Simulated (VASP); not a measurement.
# CdS (kx) (F-43m) in VASP: single point with LDA

Aim: the single point of CdS (kx) with LDA.

Everything below comes from runs of VASP 6.6.1. Logs are shortened: lines on timing, memory, paths and dates and some standing lists are left out, and cuts for length are marked.

### 1 The cell of the first run

Symmetry: F-43m, No. 216, cubic system. The conventional cell has a = 5.886 Å, b = 5.886 Å, c = 5.886 Å, α = 90.00°, β = 90.00°, γ = 90.00°. Cd (site symmetry -43m) has 4 S at 2.55 Å within 3.4 Å. Within 3.4 Å of S (site symmetry -43m) lie 4 Cd at 2.55 Å.

### 2 Single point, LDA

INCAR

```
  PREC = Accurate
  ENCUT = 500
  EDIFF = 1E-6
  ISMEAR = 0
  SIGMA = 0.02
  LREAL = F
  LASPH = T
  NELM = 120
  ALGO = Normal
  ISIF = 2
  LWAVE = F
  LCHARG = T
  LELF = T
  LVHAR = T
  NBANDS = 16
  GGA_COMPAT = F
```

KPOINTS

```
regular mesh
0
Gamma
  8 8 8
```

POSCAR

```
CdS
1.0
    0.0000000000      2.9429534600      2.9429534600
    2.9429534600      0.0000000000      2.9429534600
    2.9429534600      2.9429534600      0.0000000000
Cd S
1 1
Direct
    0.0000000000      0.0000000000      0.0000000000
    0.7500000000      0.7500000000      0.7500000000
```

Potentials or basis: VASP PAW LDA potentials, release 64 (Cd, S).

Launch:

```
> cat potpaw_LDA.64/Cd/POTCAR potpaw_LDA.64/S/POTCAR > POTCAR
> mpirun -np 1 vasp_std > vasp.out
```

OUTCAR:

```text
PREC = Accurate
   ENCUT = 500
   EDIFF = 1E-6
   ISMEAR = 0
   LREAL = F
   LASPH = T
   NELM = 120
   ISIF = 2

 ion  position               nearest neighbor table
   1  0.000  0.000  0.000-   2 2.55   2 2.55   2 2.55   2 2.55
   2  0.750  0.750  0.750-   1 2.55   1 2.55   1 2.55   1 2.55

  LATTYP: Found a face centered cubic cell.
 ALAT       =     5.8859069200

  Lattice vectors:

 A1 = (   0.0000000000,   2.9429534600,   2.9429534600)
 A2 = (   2.9429534600,   0.0000000000,   2.9429534600)
 A3 = (   2.9429534600,   2.9429534600,   0.0000000000)

Analysis of symmetry for initial positions (statically):
=====================================================================
 Subroutine PRICEL returns:
 Original cell was already a primitive cell.

 Routine SETGRP: Setting up the symmetry group for a
 face centered cubic supercell.

 Subroutine GETGRP returns: Found 24 space group operations
 (whereof 24 operations were pure point group operations)
 out of a pool of 48 trial point group operations.

The static configuration has the point symmetry T_d .

Analysis of symmetry for dynamics (positions and initial velocities):
=====================================================================
 Subroutine PRICEL returns:
 Original cell was already a primitive cell.

 Routine SETGRP: Setting up the symmetry group for a
 face centered cubic supercell.

 Subroutine GETGRP returns: Found 24 space group operations
 (whereof 24 operations were pure point group operations)
 out of a pool of 48 trial point group operations.

The dynamic configuration has the point symmetry T_d .

 Subroutine INISYM returns: Found 24 space group operations
 (whereof 24 operations are pure point group operations),
 and found     1 'primitive' translations

----------------------------------------------------------------------------------------

                                     Primitive cell

  volume of cell :      50.9777

  direct lattice vectors                    reciprocal lattice vectors
     0.000000000  2.942953460  2.942953460    -0.169897352  0.169897352  0.169897352
     2.942953460  0.000000000  2.942953460     0.169897352 -0.169897352  0.169897352
     2.942953460  2.942953460  0.000000000     0.169897352  0.169897352 -0.169897352

  length of vectors
     4.161964697  4.161964697  4.161964697     0.294270846  0.294270846  0.294270846

  position of ions in fractional coordinates (direct lattice)
[... 72 lines left out ...]
   ICHARG =      2    charge: 1-file 2-atom 10-const
   ISPIN  =      1    spin polarized calculation?
   LNONCOLLINEAR =      F non collinear calculations
   LSORBIT =      F    spin-orbit coupling
   LASPH  =      T    aspherical Exc in radial PAW
   ENCUT  =  500.0 eV  36.75 Ry    6.06 a.u.   7.59  7.59  7.59*2*pi/ulx,y,z
   NELM   =    120;   NELMIN=  2; NELMDL= -5     # of ELM steps
   EDIFF  = 0.1E-05   stopping-criterion for ELM
   LREAL  =      F    real-space projection
   EDIFFG = 0.1E-04   stopping-criterion for IOM
   NSW    =      0    number of steps for IOM
   IBRION =     -1    ionic relax: 0-MD 1-quasi-New 2-CG
   NFREE  =      0    steps in history (QN), initial steepest desc. (CG)
   ISIF   =      2    stress and relaxation
   ISYM   =      2    0-nonsym 1-usesym 2-fastsym
   POTIM  = 0.5000    time-step for ionic-motion
   TEBEG  =    0.0;   TEEND  =   0.0 temperature during run
   PSTRESS=    0.0 pullay stress
   NELECT =      18.0000    total number of electrons
   NUPDOWN=      -1.0000    fix difference up-down
   EMIN   =  10.00;   EMAX   =-10.00  energy-range for DOS
   EFERMI =   0.00;   METHOD = LEGACY
   ISMEAR =     0;   SIGMA  =   0.02  broadening in eV -4-tet -1-fermi 0-gaus
   EFERMI_NEDOS =   21; number of points for ismear=-14 and -15
   IALGO  =     38    algorithm
   IMIX   =      4    mixing-type and parameters
     AMIX     =   0.40;   BMIX     =  1.00
     AMIX_MAG =   1.60;   BMIX_MAG =  1.00
  volume/ion in A,a.u.               =      25.49       172.01
  Fermi-wavevector in a.u.,A,eV,Ry     =   1.157104  2.186609 18.216690  1.338889
  Thomas-Fermi vector in A             =   2.293718
   LORBIT       =      0    0 simple, 1 ext, 2 COOP (PROOUT), +10 PAW based schemes
   GGA     = CA    functional components
   LHFCALC =     F    Hartree Fock is set to
   AEXX    =    0.0000 exact exchange contribution
   IVDW    =     0    specifies the selected vdW correction
   LEPSILON=     F    determine dielectric tensor
   LRPA    =     F    only Hartree local field effects (RPA)
 non-spin polarized calculation
 Gauss-broadening in eV      SIGMA  =   0.02
  energy-cutoff  :      500.00
  volume of cell :       50.98
 maximum number of plane-waves:      1311
   NGX = 15   NGY = 15   NGZ = 15

 number of electron      17.9999992 magnetization

 Free energy of the ion-electron system (eV)
  ---------------------------------------------------
  ext. energy  EPLUGINS =         0.00000000
  ---------------------------------------------------
  free energy    TOTEN  =        -7.37448900 eV

  energy without entropy =       -7.37448900  energy(sigma->0) =       -7.37448900

 E-fermi :   0.9897     XC(G=0):  -9.4638

 val. band max:        0.8944850095   @ k =   0.0000   0.0000   0.0000
 cond. band min:       1.7272924720   @ k =   0.0000   0.0000   0.0000
 fundamental gap:      0.8328074625
 Fermi energy:         0.9896770955

 k-point     1 :       0.0000    0.0000    0.0000
  band No.  band energies     occupation
      1     -11.2977      2.00000
      2      -6.7851      2.00000
      3      -6.7851      2.00000
      4      -6.7851      2.00000
      5      -6.3362      2.00000
      6      -6.3362      2.00000
[... 433 lines left out ...]
      3      -6.5954      2.00000
      4      -6.3617      2.00000
      5      -6.3114      2.00000
      6      -5.8652      2.00000
[... 8 lines left out ...]
     15      12.9445      0.00000
     16      13.8860      0.00000

 [... further k-points ...]
[... 5 lines left out ...]
  --------------------------------------------------------------------------------------
  -------------------------------------------------------------------------------------
  Total       -1.1098645     -1.1098645     -1.1098645     -0.0000000      0.0000000     -0.0000000
  in kB      -34.8819194    -34.8819194    -34.8819194     -0.0000000      0.0000000     -0.0000000
  external PRESSURE =     -34.8819194 kB  Pullay stress =       0.0000000 kB

 VOLUME and BASIS-vectors are now :
 -----------------------------------------------------------------------------
  energy-cutoff  :      500.00
  volume of cell :       50.98
      direct lattice vectors                 reciprocal lattice vectors
     0.000000000  2.942953460  2.942953460    -0.169897352  0.169897352  0.169897352
     2.942953460  0.000000000  2.942953460     0.169897352 -0.169897352  0.169897352
     2.942953460  2.942953460  0.000000000     0.169897352  0.169897352 -0.169897352

 POSITION                                       TOTAL-FORCE (eV/Angst)
 -----------------------------------------------------------------------------------
      0.00000      0.00000      0.00000         0.000000      0.000000      0.000000
      4.41443      4.41443      4.41443        -0.000000     -0.000000     -0.000000
 -----------------------------------------------------------------------------------
    total drift:                               -0.000000     -0.000000      0.000000

  FREE ENERGIE OF THE ION-ELECTRON SYSTEM (eV)
  ---------------------------------------------------
  free  energy   TOTEN  =        -7.3744889961 eV

  energy  without entropy=       -7.3744889961  energy(sigma->0) =       -7.37448900
```

OSZICAR:

```text
N       E                     dE             d eps       ncg     rms          rms(c)
DAV:   1     0.107458328201E+03    0.10746E+03   -0.87733E+03   936   0.994E+02
DAV:   2    -0.364924768255E+01   -0.11111E+03   -0.10391E+03  1160   0.251E+02
DAV:   3    -0.786405392490E+01   -0.42148E+01   -0.42087E+01  1112   0.508E+01
DAV:   4    -0.789160563549E+01   -0.27552E-01   -0.27549E-01  1200   0.402E+00
DAV:   5    -0.789197672510E+01   -0.37109E-03   -0.37109E-03  1104   0.438E-01    0.761E+00
DAV:   6    -0.740568336440E+01    0.48629E+00   -0.78996E-01  1416   0.114E+01    0.612E+00
DAV:   7    -0.738053075782E+01    0.25153E-01   -0.14252E-01  1208   0.272E+00    0.293E+00
DAV:   8    -0.737488689101E+01    0.56439E-02   -0.15123E-02  1032   0.148E+00    0.207E-01
DAV:   9    -0.737448182304E+01    0.40507E-03   -0.15984E-03  1288   0.596E-01    0.566E-02
DAV:  10    -0.737448207136E+01   -0.24832E-06   -0.14722E-04  1088   0.134E-01    0.585E-02
DAV:  11    -0.737449367528E+01   -0.11604E-04   -0.37576E-05  1168   0.546E-02    0.161E-02
DAV:  12    -0.737448884830E+01    0.48270E-05   -0.13809E-05  1408   0.463E-02    0.578E-03
DAV:  13    -0.737448899614E+01   -0.14783E-06   -0.12890E-06   968   0.743E-03
   1 F= -.73744890E+01 E0= -.73744890E+01  d E =-.959037E-14
```

Wall time 16 s (1 thread of AMD EPYC 9R14 (Zen 4), shared host); peak memory 0.13 GiB.

Results:

```yaml
Free_energy: -7.3745 eV
Pressure: -3.5 GPa
Band_gap_on_the_k_mesh: 0.83 eV, direct
```
